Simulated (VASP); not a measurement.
# TaTe (Pm-3m) in VASP: a series of runs

The runs below take TaTe through relaxation of cell and atoms, with PBE.

Everything below comes from runs of VASP 6.6.1. Logs are shortened: lines on timing, memory, paths and dates and some standing lists are left out, and cuts for length are marked.

### Step 1. The cell of the first run

It takes space group Pm-3m (No. 221, cubic). Conventional cell: a = 3.420 Å, b = 3.420 Å, c = 3.420 Å, α = 90.00°, β = 90.00°, γ = 90.00°. Ta (site symmetry m-3m) has 8 Te at 2.96 Å and 6 Ta at 3.42 Å within 3.9 Å. Within 3.9 Å of Te (site symmetry m-3m) lie 8 Ta at 2.96 Å and 6 Te at 3.42 Å.

### Step 2. Relaxation of cell and atoms, PBE, target pressure 5 GPa, at which the enthalpy is minimised

The input, INCAR:

```
SYSTEM = TaTe
ALGO = Normal ; EDIFF = 1E-6
EDIFFG = -0.01 ; ENCUT = 600
GGA = PE ; IBRION = 2
ISIF = 3 ; ISMEAR = -1
LASPH = .True. ; LCHARG = .False.
LREAL = .False. ; LWAVE = .False.
NELM = 60 ; NSW = 60
PREC = Accurate ; PSTRESS = 50.0
SIGMA = 0.05
```

The input, KPOINTS:

```
k-points
0
Gamma
  8 8 8
  0 0 0
```

The input, POSCAR:

```
TaTe
1.0
    3.4200900000      0.0000000000      0.0000000000
    0.0000000000      3.4200900000      0.0000000000
    0.0000000000      0.0000000000      3.4200900000
Ta Te
1 1
Direct
    0.5000000000      0.5000000000      0.5000000000
    0.0000000000      0.0000000000      0.0000000000
```

Potentials or basis: VASP PAW PBE potentials, release 64 (Ta_pv, Te).

Command:

```console
> cat potpaw_PBE.64/Ta_pv/POTCAR potpaw_PBE.64/Te/POTCAR > POTCAR
> mpirun -np 1 vasp_std > vasp.out
```

OUTCAR:

```text
SYSTEM = TaTe
   EDIFF = 1E-6
   EDIFFG = -0.01
   ENCUT = 600
   GGA = PE
   IBRION = 2
   ISIF = 3
   ISMEAR = -1
   LASPH = .True.
   LREAL = .False.
   NELM = 60
   NSW = 60
   PREC = Accurate
   PSTRESS = 50.0

 ion  position               nearest neighbor table
   1  0.500  0.500  0.500-   2 2.96   2 2.96   2 2.96   2 2.96   2 2.96   2 2.96   2 2.96   2 2.96

   2  0.000  0.000  0.000-   1 2.96   1 2.96   1 2.96   1 2.96   1 2.96   1 2.96   1 2.96   1 2.96

  LATTYP: Found a simple cubic cell.
 ALAT       =     3.4200900000

  Lattice vectors:

 A1 = (   3.4200900000,   0.0000000000,   0.0000000000)
 A2 = (   0.0000000000,   3.4200900000,   0.0000000000)
 A3 = (   0.0000000000,   0.0000000000,   3.4200900000)

Analysis of symmetry for initial positions (statically):
=====================================================================
 Subroutine PRICEL returns:
 Original cell was already a primitive cell.

 Routine SETGRP: Setting up the symmetry group for a
 simple cubic supercell.

 Subroutine GETGRP returns: Found 48 space group operations
 (whereof 48 operations were pure point group operations)
 out of a pool of 48 trial point group operations.

The static configuration has the point symmetry O_h .

Analysis of symmetry for dynamics (positions and initial velocities):
=====================================================================
 Subroutine PRICEL returns:
 Original cell was already a primitive cell.

 Routine SETGRP: Setting up the symmetry group for a
 simple cubic supercell.

 Subroutine GETGRP returns: Found 48 space group operations
 (whereof 48 operations were pure point group operations)
 out of a pool of 48 trial point group operations.

The dynamic configuration has the point symmetry O_h .

 Subroutine INISYM returns: Found 48 space group operations
 (whereof 48 operations are pure point group operations),
 and found     1 'primitive' translations

----------------------------------------------------------------------------------------

                                     Primitive cell

  volume of cell :      40.0048

  direct lattice vectors                    reciprocal lattice vectors
     3.420090000  0.000000000  0.000000000     0.292389966  0.000000000  0.000000000
     0.000000000  3.420090000  0.000000000     0.000000000  0.292389966  0.000000000
     0.000000000  0.000000000  3.420090000     0.000000000  0.000000000  0.292389966

  length of vectors
     3.420090000  3.420090000  3.420090000     0.292389966  0.292389966  0.292389966

  position of ions in fractional coordinates (direct lattice)
     0.500000000  0.500000000  0.500000000
     0.000000000  0.000000000  0.000000000

  ion indices of the primitive-cell ions
   primitive index   ion index
                 1           1
                 2           2

----------------------------------------------------------------------------------------

 KPOINTS: k-points

Automatic generation of k-mesh.
 Grid dimensions read from file:
 generate k-points for:    8    8    8

 Generating k-lattice:

  Cartesian coordinates                     Fractional coordinates (reciprocal lattice)
     0.036548746  0.000000000  0.000000000     0.125000000  0.000000000  0.000000000
     0.000000000  0.036548746  0.000000000     0.000000000  0.125000000  0.000000000
     0.000000000  0.000000000  0.036548746     0.000000000  0.000000000  0.125000000

  Length of vectors
     0.036548746  0.036548746  0.036548746

  Shift w.r.t. Gamma in fractional coordinates (k-lattice)
     0.000000000  0.000000000  0.000000000

 Subroutine IBZKPT returns following result:
 ===========================================

 Found     35 irreducible k-points:

 Following reciprocal coordinates:
            Coordinates               Weight
  0.000000  0.000000  0.000000      1.000000
  0.125000  0.000000  0.000000      6.000000
  0.250000  0.000000  0.000000      6.000000
  0.375000  0.000000  0.000000      6.000000
  0.500000  0.000000  0.000000      3.000000
  0.125000  0.125000  0.000000     12.000000
[... 16 lines left out ...]
  0.375000  0.375000  0.125000     24.000000
  0.500000  0.375000  0.125000     24.000000
 [... further k-points ...]
   k-points           NKPTS =     35   k-points in BZ     NKDIM =     35   number of bands    NBANDS=     12
   number of dos      NEDOS =    301   number of ions     NIONS =      2
   total plane-waves  NPLWV =  21952
   dimension x,y,z NGX =    28 NGY =   28 NGZ =   28
   dimension x,y,z NGXF=    56 NGYF=   56 NGZF=   56
   ions per type =               1   1
   NGX,Y,Z   is equivalent  to a cutoff of  13.61, 13.61, 13.61 a.u.
   NGXF,Y,Z  is equivalent  to a cutoff of  27.22, 27.22, 27.22 a.u.
 SYSTEM =  TaTe
   PREC   = accura    normal or accurate (medium, high low for compatibility)
   ISTART =      0    job   : 0-new  1-cont  2-samecut
   ICHARG =      2    charge: 1-file 2-atom 10-const
   ISPIN  =      1    spin polarized calculation?
   LNONCOLLINEAR =      F non collinear calculations
   LSORBIT =      F    spin-orbit coupling
   LASPH  =      T    aspherical Exc in radial PAW
   ENCUT  =  600.0 eV  44.10 Ry    6.64 a.u.   6.83  6.83  6.83*2*pi/ulx,y,z
   NELM   =     60;   NELMIN=  2; NELMDL= -5     # of ELM steps
   EDIFF  = 0.1E-05   stopping-criterion for ELM
   LREAL  =      F    real-space projection
   EDIFFG = -.1E-01   stopping-criterion for IOM
   NSW    =     60    number of steps for IOM
   IBRION =      2    ionic relax: 0-MD 1-quasi-New 2-CG
   NFREE  =      1    steps in history (QN), initial steepest desc. (CG)
   ISIF   =      3    stress and relaxation
   ISYM   =      2    0-nonsym 1-usesym 2-fastsym
   POTIM  = 0.5000    time-step for ionic-motion
   TEBEG  =    0.0;   TEEND  =   0.0 temperature during run
   PSTRESS=   50.0 pullay stress
   NELECT =      17.0000    total number of electrons
   NUPDOWN=      -1.0000    fix difference up-down
   EMIN   =  10.00;   EMAX   =-10.00  energy-range for DOS
   EFERMI =   0.00;   METHOD = LEGACY
   ISMEAR =    -1;   SIGMA  =   0.05  broadening in eV -4-tet -1-fermi 0-gaus
   EFERMI_NEDOS =   21; number of points for ismear=-14 and -15
   IALGO  =     38    algorithm
   IMIX   =      4    mixing-type and parameters
     AMIX     =   0.40;   BMIX     =  1.00
     AMIX_MAG =   1.60;   BMIX_MAG =  1.00
  volume/ion in A,a.u.               =      20.00       134.98
  Fermi-wavevector in a.u.,A,eV,Ry     =   1.230798  2.325872 20.610987  1.514865
  Thomas-Fermi vector in A             =   2.365633
   LORBIT       =      0    0 simple, 1 ext, 2 COOP (PROOUT), +10 PAW based schemes
   GGA     = PE    functional components
   LHFCALC =     F    Hartree Fock is set to
   AEXX    =    0.0000 exact exchange contribution
   IVDW    =     0    specifies the selected vdW correction
   LEPSILON=     F    determine dielectric tensor
   LRPA    =     F    only Hartree local field effects (RPA)
 conjugate gradient relaxation of ions
 non-spin polarized calculation
  energy-cutoff  :      600.00
  volume of cell :       40.00
 maximum number of plane-waves:      1357
 NGX is ok and might be reduce to    28
   NGX = 13   NGY = 13   NGZ = 13

--------------------------------------- Ionic step        1  -------------------------------------------

 number of electron      17.0000005 magnetization

 Free energy of the ion-electron system (eV)
  ---------------------------------------------------
  ext. energy  EPLUGINS =         0.00000000
  ---------------------------------------------------
  free energy    TOTEN  =       -14.53943569 eV

  energy without entropy =      -14.51128841  energy(sigma->0) =      -14.52536205

 E-fermi :   9.7229     XC(G=0): -11.9003

 val. band max:        9.6984881790   @ k =   0.5000   0.3750   0.2500
 cond. band min:       9.7260044137   @ k =   0.3750   0.3750   0.2500
 fundamental gap:      0.0275162347
 Fermi energy:         9.7228995104

 k-point     1 :       0.0000    0.0000    0.0000
  band No.  band energies     occupation
      1     -25.2354      2.00000
      2     -25.2354      2.00000
      3     -25.2354      2.00000
      4      -5.1525      2.00000
      5       6.9033      2.00000
      6       6.9033      2.00000
      7       8.2624      2.00000
      8       8.2624      2.00000
      9       8.2624      2.00000
     10      11.1176      0.00000
     11      11.1176      0.00000
     12      11.1176      0.00000

 k-point     2 :       0.1250    0.0000    0.0000
  band No.  band energies     occupation
      1     -25.2583      2.00000
      2     -25.2331      2.00000
      3     -25.2331      2.00000
      4      -4.9516      2.00000
      5       5.7561      2.00000
      6       7.0034      2.00000
      7       7.9452      2.00000
      8       7.9452      2.00000
      9       8.5321      2.00000
     10      11.1441      0.00000
     11      11.5743      0.00000
     12      11.5743      0.00000
[... 435 lines left out ...]
  FREE ENERGIE OF THE ION-ELECTRON SYSTEM (eV)
  ---------------------------------------------------
  free  energy   TOTEN  =       -14.5209963905 eV

  energy  without entropy=      -14.4937983112  energy(sigma->0) =      -14.50739735

  enthalpy is  TOTEN    =       -13.3100188510 eV   P V=        1.2109775395

--------------------------------------- Ionic step        4  -------------------------------------------

 number of electron      17.0000001 magnetization

 Free energy of the ion-electron system (eV)
  ---------------------------------------------------
  ext. energy  EPLUGINS =         0.00000000
  ---------------------------------------------------
  free energy    TOTEN  =       -14.52026062 eV

  energy without entropy =      -14.49308266  energy(sigma->0) =      -14.50667164

 E-fermi :  10.1152     XC(G=0): -12.0530

 val. band max:       10.0928824283   @ k =   0.5000   0.3750   0.2500
 cond. band min:      10.1312530494   @ k =   0.3750   0.3750   0.2500
 fundamental gap:      0.0383706211
 Fermi energy:        10.1152109967

 k-point     1 :       0.0000    0.0000    0.0000
  band No.  band energies     occupation
      1     -24.7605      2.00000
      2     -24.7605      2.00000
      3     -24.7605      2.00000
      4      -4.9909      2.00000
      5       7.1681      2.00000
      6       7.1681      2.00000
      7       8.6823      2.00000
      8       8.6823      2.00000
      9       8.6823      2.00000
     10      11.5771      0.00000
     11      11.5771      0.00000
     12      11.5771      0.00000

 k-point     2 :       0.1250    0.0000    0.0000
  band No.  band energies     occupation
      1     -24.7867      2.00000
      2     -24.7578      2.00000
      3     -24.7578      2.00000
      4      -4.7801      2.00000
      5       6.0571      2.00000
      6       7.2713      2.00000
      7       8.3408      2.00000
      8       8.3408      2.00000
      9       8.9321      2.00000
     10      11.6037      0.00000
     11      12.0592      0.00000
     12      12.0592      0.00000
[... 352 lines left out ...]
 POSITION                                       TOTAL-FORCE (eV/Angst)
 -----------------------------------------------------------------------------------
      1.69241      1.69241      1.69241        -0.000000      0.000000      0.000000
      0.00000      0.00000      0.00000         0.000000     -0.000000      0.000000
 -----------------------------------------------------------------------------------
    total drift:                                0.000000      0.000000      0.000000

  FREE ENERGIE OF THE ION-ELECTRON SYSTEM (eV)
  ---------------------------------------------------
  free  energy   TOTEN  =       -14.5202606160 eV

  energy  without entropy=      -14.4930826613  energy(sigma->0) =      -14.50667164

  enthalpy is  TOTEN    =       -13.3100248238 eV   P V=        1.2102357922

 reached required accuracy - stopping structural energy minimisation
```

Wall time 41 s (1 thread of Intel Xeon Platinum 8488C (Sapphire Rapids), shared host); peak memory 0.17 GiB.

What came out:

| Item | Value |
| --- | --- |
| Free energy | -14.5203 eV |
| Relaxed volume | 19.39 Å³/atom |
| Relaxed cell | a = 3.385 Å, b = 3.385 Å, c = 3.385 Å, α = 90.00°, β = 90.00°, γ = 90.00° |
| Space group after relaxing (to 0.05 Å) | Pm-3m (No. 221) |
| Energy change on relaxing (the enthalpy is what falls) | +9.6 meV/atom |
| Ionic steps | 4 |
| Pressure after relaxing | 5.0 GPa |

Step by step:
| step | energy change (eV) | largest force (eV/Å) | pressure (GPa) | volume (Å³) |
| --- | --- | --- | --- | --- |
| 1 | 0.0000 | 0.0000 | 0.13 | 40.00 |
| 2 | 0.1595 | 0.0000 | 16.08 | 36.59 |
| 3 | 0.0184 | 0.0000 | 4.91 | 38.80 |
| 4 | 0.0192 | 0.0000 | 5.01 | 38.78 |

Final structure:
```xyz
2
Lattice="3.3848 0.0000 0.0000 0.0000 3.3848 0.0000 0.0000 0.0000 3.3848" Properties=species:S:1:pos:R:3 pbc="T T T"
Ta    1.6924    1.6924    1.6924
Te    0.0000    0.0000    0.0000
```

Caveat: the cell is relaxed towards a set pressure, so the enthalpy falls and the energy may rise; spin-orbit coupling is left out, which moves the levels of the heavy elements.

### Step 3. Relaxation of cell and atoms, PBE, target pressure 10 GPa, at which the enthalpy is minimised

The input, INCAR:

```
SYSTEM = TaTe
ALGO = Normal
EDIFF = 1E-6
EDIFFG = -0.01
ENCUT = 600
GGA = PE
IBRION = 2
ISIF = 3
ISMEAR = -1
LASPH = .True.
LCHARG = .False.
LREAL = .False.
LWAVE = .False.
NELM = 100
NSW = 60
PREC = Accurate
PSTRESS = 100.0
SIGMA = 0.05
```

KPOINTS is that of step 2.

POSCAR is that of step 2.

Potentials or basis: VASP PAW PBE potentials, release 64 (Ta_pv, Te).

Command:

```console
> cat potpaw_PBE.64/Ta_pv/POTCAR potpaw_PBE.64/Te/POTCAR > POTCAR
> mpirun -np 1 vasp_std > vasp.out
```

OUTCAR:

```text
SYSTEM = TaTe
   EDIFF = 1E-6
   EDIFFG = -0.01
   ENCUT = 600
   GGA = PE
   IBRION = 2
   ISIF = 3
   ISMEAR = -1
   LASPH = .True.
   LREAL = .False.
   NELM = 100
   NSW = 60
   PREC = Accurate
   PSTRESS = 100.0

 ion  position               nearest neighbor table
   1  0.500  0.500  0.500-   2 2.96   2 2.96   2 2.96   2 2.96   2 2.96   2 2.96   2 2.96   2 2.96

   2  0.000  0.000  0.000-   1 2.96   1 2.96   1 2.96   1 2.96   1 2.96   1 2.96   1 2.96   1 2.96

  LATTYP: Found a simple cubic cell.
 ALAT       =     3.4200900000

  Lattice vectors:

 A1 = (   3.4200900000,   0.0000000000,   0.0000000000)
 A2 = (   0.0000000000,   3.4200900000,   0.0000000000)
 A3 = (   0.0000000000,   0.0000000000,   3.4200900000)

Analysis of symmetry for initial positions (statically):
=====================================================================
 Subroutine PRICEL returns:
 Original cell was already a primitive cell.

 Routine SETGRP: Setting up the symmetry group for a
 simple cubic supercell.

 Subroutine GETGRP returns: Found 48 space group operations
 (whereof 48 operations were pure point group operations)
 out of a pool of 48 trial point group operations.

The static configuration has the point symmetry O_h .

Analysis of symmetry for dynamics (positions and initial velocities):
=====================================================================
 Subroutine PRICEL returns:
 Original cell was already a primitive cell.

 Routine SETGRP: Setting up the symmetry group for a
[... 147 lines left out ...]
 number of electron      17.0000005 magnetization

 Free energy of the ion-electron system (eV)
  ---------------------------------------------------
  ext. energy  EPLUGINS =         0.00000000
  ---------------------------------------------------
  free energy    TOTEN  =       -14.53943569 eV

  energy without entropy =      -14.51128841  energy(sigma->0) =      -14.52536205

 E-fermi :   9.7229     XC(G=0): -11.9003

 val. band max:        9.6984881790   @ k =   0.5000   0.3750   0.2500
 cond. band min:       9.7260044137   @ k =   0.3750   0.3750   0.2500
 fundamental gap:      0.0275162347
 Fermi energy:         9.7228995104

 k-point     1 :       0.0000    0.0000    0.0000
  band No.  band energies     occupation
      1     -25.2354      2.00000
      2     -25.2354      2.00000
      3     -25.2354      2.00000
      4      -5.1525      2.00000
      5       6.9033      2.00000
      6       6.9033      2.00000
      7       8.2624      2.00000
      8       8.2624      2.00000
      9       8.2624      2.00000
     10      11.1176      0.00000
     11      11.1176      0.00000
     12      11.1176      0.00000
[... 458 lines left out ...]
--------------------------------------- Ionic step        4  -------------------------------------------

 number of electron      16.9999997 magnetization

 Free energy of the ion-electron system (eV)
  ---------------------------------------------------
  ext. energy  EPLUGINS =         0.00000000
  ---------------------------------------------------
  free energy    TOTEN  =       -14.47147115 eV

  energy without entropy =      -14.44532919  energy(sigma->0) =      -14.45840017

 E-fermi :  10.4721     XC(G=0): -12.1896

 val. band max:       10.4710697499   @ k =   0.5000   0.5000   0.3750
 cond. band min:      10.5007136774   @ k =   0.3750   0.3750   0.2500
 fundamental gap:      0.0296439275
 Fermi energy:        10.4720858351

 k-point     1 :       0.0000    0.0000    0.0000
  band No.  band energies     occupation
      1     -24.3299      2.00000
      2     -24.3299      2.00000
      3     -24.3299      2.00000
      4      -4.8446      2.00000
      5       7.4069      2.00000
      6       7.4069      2.00000
      7       9.0666      2.00000
      8       9.0666      2.00000
      9       9.0666      2.00000
     10      11.9942      0.00000
     11      11.9942      0.00000
     12      11.9942      0.00000
[... 378 lines left out ...]
  energy  without entropy=      -14.4453291861  energy(sigma->0) =      -14.45840017

  enthalpy is  TOTEN    =       -12.1168960471 eV   P V=        2.3545751022

 reached required accuracy - stopping structural energy minimisation
```

It took 45 s on 1 thread of Intel Xeon Platinum 8488C (Sapphire Rapids), shared host; peak memory 0.17 GiB.

Results:

```
Free energy                                            : -14.4715 eV
Relaxed volume                                         : 18.86 Å³/atom
Relaxed cell                                           : a = 3.354 Å, b = 3.354 Å, c = 3.354 Å, α = 90.00°, β = 90.00°, γ = 90.00°
Space group after relaxing (to 0.05 Å)                 : Pm-3m (No. 221)
Energy change on relaxing (the enthalpy is what falls) : +34.0 meV/atom
Ionic steps                                            : 4
Pressure after relaxing                                : 9.9 GPa
```

The path:
```tsv
step	energy change (eV)	largest force (eV/Å)	pressure (GPa)	volume (Å³)
1	0.0000	0.0000	0.13	40.00
2	0.7249	0.0000	40.76	33.29
3	0.0632	0.0000	9.54	37.80
4	0.0680	0.0000	9.93	37.72
```

Final structure:
```cif
data_structure
_symmetry_space_group_name_H-M 'P 1'
_symmetry_Int_Tables_number 1
_cell_length_a 3.3538
_cell_length_b 3.3538
_cell_length_c 3.3538
_cell_angle_alpha 90.000
_cell_angle_beta 90.000
_cell_angle_gamma 90.000
_cell_volume 37.72
loop_
_atom_site_label
_atom_site_type_symbol
_atom_site_fract_x
_atom_site_fract_y
_atom_site_fract_z
_atom_site_occupancy
Ta1 Ta 0.50000 0.50000 0.50000 1
Te1 Te 0.00000 0.00000 0.00000 1
```

Levels at points of the mesh, in eV from the Fermi level:
```
           k point  band 7  band 8  band 9  band 10  band 11  band 12
(0.00, 0.00, 0.00)   -1.41   -1.41   -1.41     1.52     1.52     1.52
(0.50, 0.00, 0.00)   -3.10   -2.19    1.71     2.98     4.33     5.50
(0.50, 0.50, 0.00)   -3.58   -0.30   -0.30     0.68     1.77     3.41
(0.50, 0.50, 0.50)   -7.08    1.60    1.60     1.60     3.57     3.57
```

Caveat: the cell is relaxed towards a set pressure, so the enthalpy falls and the energy may rise; spin-orbit coupling is left out, which moves the levels of the heavy elements.
